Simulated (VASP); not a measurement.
# Nb (I4/mmm) in VASP: a series of runs

Nb is run at these levels: r2SCAN; tasks: single point.

Everything below comes from runs of VASP 6.6.1. Logs are shortened: lines on timing, memory, paths and dates and some standing lists are left out, and cuts for length are marked.

## Step 1: The cell of the first run

Symmetry: I4/mmm, No. 139, tetragonal system. The conventional cell has a = 3.032 Å, b = 3.032 Å, c = 4.116 Å, α = 90.00°, β = 90.00°, γ = 90.00°. Within 3.9 Å of Nb (site symmetry 4/mmm) lie 12 Nb at 2.97 to 3.03 Å.

## Step 2: Single point, r2SCAN

POSCAR

```
Nb
1.0
    0.0000000000      2.1439762034      2.0582171553
    2.1439762034      0.0000000000      2.0582171553
    2.1439762034      2.1439762034      0.0000000000
Nb
1
Direct
    0.0000000000      0.0000000000      0.0000000000
```

INCAR.step1

```
PREC = Accurate
ENCUT = 520
ISMEAR = 0
SIGMA = 0.15
LREAL = False
LASPH = True
NELM = 80
NBANDS = 12
GGA = PE
ALGO = Normal
EDIFF = 1E-4
LWAVE = True
LCHARG = False
```

INCAR.step2

```
PREC = Accurate
ENCUT = 520
EDIFF = 1E-6
ISMEAR = 0
SIGMA = 0.15
LREAL = False
LASPH = True
NELM = 80
ALGO = Normal
ISIF = 2
LWAVE = False
LCHARG = False
METAGGA = R2SCAN
LMIXTAU = True
NBANDS = 12
ISTART = 1
```

KPOINTS

```
Automatic mesh
0
Gamma
  22 22 22
```

Potentials or basis: VASP PAW PBE potentials, release 64 (Nb_sv).

Started as:

```bash
> cat potpaw_PBE.64/Nb_sv/POTCAR > POTCAR
> cp INCAR.step1 INCAR
> mpirun -np 1 vasp_std > vasp.out
> cp INCAR.step2 INCAR
> mpirun -np 1 vasp_std > vasp.out
```

OUTCAR:

```text
PREC = Accurate
   ENCUT = 520
   EDIFF = 1E-6
   ISMEAR = 0
   LREAL = False
   LASPH = True
   NELM = 80
   ISIF = 2
   METAGGA = R2SCAN
   ISTART = 1

 ion  position               nearest neighbor table
   1  0.000  0.000  0.000-

  LATTYP: Found a body centered tetragonal cell.
 ALAT       =     3.0320402243
 C/A-ratio  =     1.3576450199

  Lattice vectors:

 A1 = (   0.0000000000,  -2.1439762034,  -2.0582171553)
 A2 = (   0.0000000000,   2.1439762034,  -2.0582171553)
 A3 = (   2.1439762034,   0.0000000000,   2.0582171553)

Analysis of symmetry for initial positions (statically):
=====================================================================
 Subroutine PRICEL returns:
 Original cell was already a primitive cell.

 Routine SETGRP: Setting up the symmetry group for a
 body centered tetragonal supercell.

 Subroutine GETGRP returns: Found 16 space group operations
 (whereof 16 operations were pure point group operations)
 out of a pool of 16 trial point group operations.

The static configuration has the point symmetry D_4h.

Analysis of symmetry for dynamics (positions and initial velocities):
=====================================================================
 Subroutine PRICEL returns:
 Original cell was already a primitive cell.

 Routine SETGRP: Setting up the symmetry group for a
 body centered tetragonal supercell.

 Subroutine GETGRP returns: Found 16 space group operations
 (whereof 16 operations were pure point group operations)
 out of a pool of 16 trial point group operations.

The dynamic configuration has the point symmetry D_4h.

 Subroutine INISYM returns: Found 16 space group operations
 (whereof 16 operations are pure point group operations),
 and found     1 'primitive' translations

----------------------------------------------------------------------------------------

                                     Primitive cell

  volume of cell :      18.9217

  direct lattice vectors                    reciprocal lattice vectors
     0.000000000  2.143976203  2.058217155    -0.233211544  0.233211544  0.242928691
     2.143976203  0.000000000  2.058217155     0.233211544 -0.233211544  0.242928691
     2.143976203  2.143976203  0.000000000     0.233211544  0.233211544 -0.242928691

  length of vectors
     2.972018139  2.972018139  3.032040224     0.409621285  0.409621285  0.409621285

  position of ions in fractional coordinates (direct lattice)
     0.000000000  0.000000000  0.000000000

  ion indices of the primitive-cell ions
   primitive index   ion index
                 1           1

----------------------------------------------------------------------------------------

 KPOINTS: Automatic mesh

Automatic generation of k-mesh.
 Grid dimensions read from file:
 generate k-points for:   22   22   22

 Generating k-lattice:

  Cartesian coordinates                     Fractional coordinates (reciprocal lattice)
    -0.010600525  0.010600525  0.011042213     0.045454545 -0.000000000  0.000000000
     0.010600525 -0.010600525  0.011042213    -0.000000000  0.045454545  0.000000000
     0.010600525  0.010600525 -0.011042213     0.000000000  0.000000000  0.045454545

  Length of vectors
     0.018619149  0.018619149  0.018619149

  Shift w.r.t. Gamma in fractional coordinates (k-lattice)
     0.000000000  0.000000000  0.000000000

 Subroutine IBZKPT returns following result:
 ===========================================

 Found    834 irreducible k-points:

 Following reciprocal coordinates:
            Coordinates               Weight
  0.000000  0.000000  0.000000      1.000000
  0.045455  0.000000  0.000000      8.000000
  0.090909  0.000000  0.000000      8.000000
  0.136364  0.000000  0.000000      8.000000
  0.181818  0.000000  0.000000      8.000000
  0.227273  0.000000  0.000000      8.000000
[... 16 lines left out ...]
  0.500000  0.045455  0.000000      8.000000
 -0.454545  0.045455  0.000000      8.000000
 [... further k-points ...]
   k-points           NKPTS =    834   k-points in BZ     NKDIM =    834   number of bands    NBANDS=     12
   number of dos      NEDOS =    301   number of ions     NIONS =      1
   total plane-waves  NPLWV =  13824
   dimension x,y,z NGX =    24 NGY =   24 NGZ =   24
   dimension x,y,z NGXF=    48 NGYF=   48 NGZF=   48
   ions per type =               1
   NGX,Y,Z   is equivalent  to a cutoff of  13.42, 13.42, 13.16 a.u.
   NGXF,Y,Z  is equivalent  to a cutoff of  26.85, 26.85, 26.32 a.u.
 SYSTEM =  unknown system
   PREC   = accura    normal or accurate (medium, high low for compatibility)
   ISTART =      1    job   : 0-new  1-cont  2-samecut
   ICHARG =      0    charge: 1-file 2-atom 10-const
   ISPIN  =      1    spin polarized calculation?
   LNONCOLLINEAR =      F non collinear calculations
   LSORBIT =      F    spin-orbit coupling
   LASPH  =      T    aspherical Exc in radial PAW
   ENCUT  =  520.0 eV  38.22 Ry    6.18 a.u.   5.53  5.53  5.64*2*pi/ulx,y,z
   NELM   =     80;   NELMIN=  2; NELMDL=  0     # of ELM steps
   EDIFF  = 0.1E-05   stopping-criterion for ELM
   LREAL  =      F    real-space projection
   EDIFFG = 0.1E-04   stopping-criterion for IOM
   NSW    =      0    number of steps for IOM
   IBRION =     -1    ionic relax: 0-MD 1-quasi-New 2-CG
   NFREE  =      0    steps in history (QN), initial steepest desc. (CG)
   ISIF   =      2    stress and relaxation
   ISYM   =      2    0-nonsym 1-usesym 2-fastsym
   POTIM  = 0.5000    time-step for ionic-motion
   TEBEG  =    0.0;   TEEND  =   0.0 temperature during run
   PSTRESS=    0.0 pullay stress
   NELECT =      13.0000    total number of electrons
   NUPDOWN=      -1.0000    fix difference up-down
   EMIN   =  10.00;   EMAX   =-10.00  energy-range for DOS
   EFERMI =   0.00;   METHOD = LEGACY
   ISMEAR =     0;   SIGMA  =   0.15  broadening in eV -4-tet -1-fermi 0-gaus
   EFERMI_NEDOS =   21; number of points for ismear=-14 and -15
   IALGO  =     38    algorithm
   IMIX   =      4    mixing-type and parameters
     AMIX     =   0.40;   BMIX     =  1.00
     AMIX_MAG =   1.60;   BMIX_MAG =  1.00
  volume/ion in A,a.u.               =      18.92       127.69
  Fermi-wavevector in a.u.,A,eV,Ry     =   1.444560  2.729823 28.392005  2.086754
  Thomas-Fermi vector in A             =   2.562841
   LORBIT       =      0    0 simple, 1 ext, 2 COOP (PROOUT), +10 PAW based schemes
   METAGGA = R2SCAN    functional components
   LHFCALC =     F    Hartree Fock is set to
   AEXX    =    0.0000 exact exchange contribution
   IVDW    =     0    specifies the selected vdW correction
   LEPSILON=     F    determine dielectric tensor
   LRPA    =     F    only Hartree local field effects (RPA)
 non-spin polarized calculation
 Gauss-broadening in eV      SIGMA  =   0.15
  energy-cutoff  :      520.00
  volume of cell :       18.92
 maximum number of plane-waves:       531
 NGX is ok and might be reduce to    24
   NGX = 11   NGY = 11   NGZ = 11

 number of electron      13.0000000 magnetization

 Free energy of the ion-electron system (eV)
  ---------------------------------------------------
  ext. energy  EPLUGINS =         0.00000000
  ---------------------------------------------------
  free energy    TOTEN  =       -24.53549795 eV

  energy without entropy =      -24.52057014  energy(sigma->0) =      -24.52803405

 E-fermi :  10.8333     XC(G=0): -13.3347

 val. band max:       10.8288397248   @ k =  -0.4545   0.0909   0.0000
 cond. band min:      10.8335891374   @ k =   0.0000   0.0000   0.0000
 fundamental gap:      0.0047494126
 Fermi energy:        10.8333460153

 k-point     1 :       0.0000    0.0000    0.0000
  band No.  band energies     occupation
      1     -45.7847      2.00000
      2     -20.4345      2.00000
      3     -20.4345      2.00000
      4     -20.4316      2.00000
      5       4.2641      2.00000
      6      10.8336      0.99817
      7      10.8336      0.99817
      8      11.3558      0.00000
      9      13.4399      0.00000
     10      14.1037      0.00000
     11      23.1098      0.00000
     12      27.8399      0.00000

 k-point     2 :       0.0455    0.0000    0.0000
  band No.  band energies     occupation
      1     -45.7806      2.00000
      2     -20.4603      2.00000
      3     -20.4385      2.00000
      4     -20.4351      2.00000
      5       4.3448      2.00000
      6      10.8039      1.21858
      7      10.8704      0.72709
      8      11.3554      0.00000
      9      13.4116      0.00000
     10      14.0638      0.00000
     11      23.2752      0.00000
     12      27.6393      0.00000

 k-point     3 :       0.0909    0.0000    0.0000
  band No.  band energies     occupation
      1     -45.7687      2.00000
      2     -20.5380      2.00000
      3     -20.4501      2.00000
      4     -20.4427      2.00000
      5       4.5805      2.00000
      6      10.6858      1.83585
      7      10.9698      0.19819
      8      11.3949      0.00000
      9      13.3441      0.00000
     10      13.9593      0.00000
     11      23.7394      0.00000
     12      26.9740      0.00000
[... 286 lines left out ...]
 k-point    23 :       0.5000    0.0455    0.0000
  band No.  band energies     occupation
      1     -45.5773      2.00000
      2     -21.6615      2.00000
      3     -20.6330      2.00000
      4     -20.5739      2.00000
      5       6.8964      2.00000
      6      10.6432      1.92698
      7      11.0092      0.09724
      8      11.9737      0.00000
      9      15.7166      0.00000
     10      15.8462      0.00000
     11      21.7212      0.00000
     12      23.0591      0.00000

 k-point    24 :      -0.4545    0.0455    0.0000
  band No.  band energies     occupation
      1     -45.5792      2.00000
      2     -21.6509      2.00000
      3     -20.6270      2.00000
      4     -20.5781      2.00000
      5       6.8999      2.00000
      6      10.6461      1.92253
      7      11.0052      0.10528
      8      11.9359      0.00000
      9      15.6827      0.00000
     10      15.7737      0.00000
     11      21.7672      0.00000
     12      23.1368      0.00000

 [... further k-points ...]
[... 5 lines left out ...]
  --------------------------------------------------------------------------------------
  -------------------------------------------------------------------------------------
  Total        0.1008263      0.1008263     -1.1312404      0.0000000      0.0000000      0.0000000
  in kB        8.5373566      8.5373566    -95.7865140      0.0000000      0.0000000      0.0000000
  external PRESSURE =     -26.2372670 kB  Pullay stress =       0.0000000 kB

 VOLUME and BASIS-vectors are now :
 -----------------------------------------------------------------------------
  energy-cutoff  :      520.00
  volume of cell :       18.92
      direct lattice vectors                 reciprocal lattice vectors
     0.000000000  2.143976203  2.058217155    -0.233211544  0.233211544  0.242928691
     2.143976203  0.000000000  2.058217155     0.233211544 -0.233211544  0.242928691
     2.143976203  2.143976203  0.000000000     0.233211544  0.233211544 -0.242928691

 POSITION                                       TOTAL-FORCE (eV/Angst)
 -----------------------------------------------------------------------------------
      0.00000      0.00000      0.00000         0.000000      0.000000      0.000000
 -----------------------------------------------------------------------------------
    total drift:                                0.000000      0.000000      0.000000

  FREE ENERGIE OF THE ION-ELECTRON SYSTEM (eV)
  ---------------------------------------------------
  free  energy   TOTEN  =       -24.5354979529 eV

  energy  without entropy=      -24.5205701414  energy(sigma->0) =      -24.52803405
```

Run time: 6.4 min. Hardware: 1 thread of Intel Xeon 6975P-C (Granite Rapids), shared host; peak memory 0.29 GiB.

What came out:

* Free energy: -24.5355 eV
* Pressure: -2.6 GPa
* Band gap on the k mesh: zero (an odd number of electrons rules out a gap without spin polarisation)

Caveat: the PAW data sets were made with another functional, which shifts forces and pressure a little.

[end of part 1 of 2]
